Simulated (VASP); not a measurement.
Crystal: Bi.

```xyz
2
Lattice="2.2675 1.3091 3.9380 -2.2675 1.3091 3.9380 0.0000 -2.6183 3.9380" Properties=species:S:1:pos:R:3 pbc="T T T"
Bi    0.0000    0.0000    9.0495
Bi    0.0000    0.0000    2.7645
```

* Program: VASP 6.6.1
* Task: relaxation of cell and atoms
* Functional: r2SCAN
* Potentials or basis: VASP PAW PBE potentials, release 64 (Bi_d)
* Cutoff: 600 eV
* k mesh: 7 × 7 × 7
* Occupations: fermi-dirac, width 0.05 eV
* Spin: no spin polarisation

At the start: pressure 1.2 GPa; volume 35.07 Å³/atom.

How do energy, volume and symmetry change on relaxing?

Over 10 steps the energy falls by 4.8 meV/atom and the volume is 36.38 Å³/atom (+3.7 %); space group R-3m (No. 166, to 0.1 Å) before and after.

Step by step:
```
step  energy change (eV)  largest force (eV/Å)  pressure (GPa)  volume (Å³)
   1              0.0000                0.0288            1.20        70.14
   2             -0.0040                0.1586           -0.72        72.84
   3             -0.0061                0.0889            0.01        71.81
   4             -0.0072                0.0717            0.00        71.96
   5             -0.0091                0.0140            0.03        72.39
   6             -0.0079                0.1215            0.15        73.25
   7             -0.0094                0.0306            0.06        72.68
   8             -0.0095                0.0097           -0.13        73.02
   9             -0.0096                0.0047           -0.06        72.90
  10             -0.0096                0.0006            0.03        72.76
```

Final structure:
```xyz
2
Lattice="2.2729 1.3122 4.0660 -2.2729 1.3122 4.0660 0.0000 -2.6245 4.0660" Properties=species:S:1:pos:R:3 pbc="T T T"
Bi    0.0000    0.0000    9.3658
Bi    0.0000    0.0000    2.8323
```

Caveat: the PAW data sets were made with another functional, which shifts forces and pressure a little.
